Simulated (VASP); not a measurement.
Wanted: the native input for a VASP 6.6.1 run.

| Property | Result |
| --- | --- |
| Task | single point |
| Functional | PBE |
| Potentials or basis | VASP PAW PBE potentials, release 64 (Ti_sv, Ge_d, As) |
| Cutoff | 520 eV |
| k mesh | 9 × 9 × 6 |
| Occupations | gaussian, width 0.1 eV |
| Spin | no spin polarisation |
| Dipole correction | no |
| Further INCAR settings | ALGO = Fast; EDIFF = 1e-07; NBANDS = 33 |

The structure of TiGe2As2 lies in POSCAR:

```
TiGe2As2
1.0
    4.6479908053      0.0000000000      0.0000000000
   -2.3239954026      4.0252781139      0.0000000000
    0.0000000000      0.0000000000      7.5353168424
Ti Ge As
1 2 2
Direct
    0.0000000000      0.0000000000      0.0000000000
    0.0000000000      0.0000000000      0.3327679221
    0.0000000000      0.0000000000      0.6672320779
    0.3333333333      0.6666666667      0.5000000000
    0.6666666667      0.3333333333      0.5000000000
```

These files were run (other wordings do the same):

INCAR

```
  PREC = Accurate
  ENCUT = 520
  EDIFF = 1E-7
  ISMEAR = 0
  SIGMA = 0.1
  LREAL = F
  LASPH = T
  NELM = 100
  ALGO = Fast
  ISIF = 2
  LWAVE = F
  LCHARG = F
  GGA = PE
  NBANDS = 33
```

KPOINTS

```
regular mesh
0
Gamma
  9 9 6
```

Potentials or basis: VASP PAW PBE potentials, release 64 (Ti_sv, Ge_d, As).

The run is started by

```sh
$ cat potpaw_PBE.64/Ti_sv/POTCAR potpaw_PBE.64/Ge_d/POTCAR potpaw_PBE.64/As/POTCAR > POTCAR
$ mpirun -np 1 vasp_std > vasp.out
```

It gave:

* Pressure: 0.1 GPa
* Largest force: 0.008 eV/Å
* Band gap on the k mesh: zero (bands 25 and 26 overlap by 0.63 eV)

Run time: 27 min on 1 thread of Intel(R) Xeon(R) Platinum 8175M CPU @ 2.50GHz (Skylake/Cascade Lake) (shared host), peak memory 0.41 GiB.
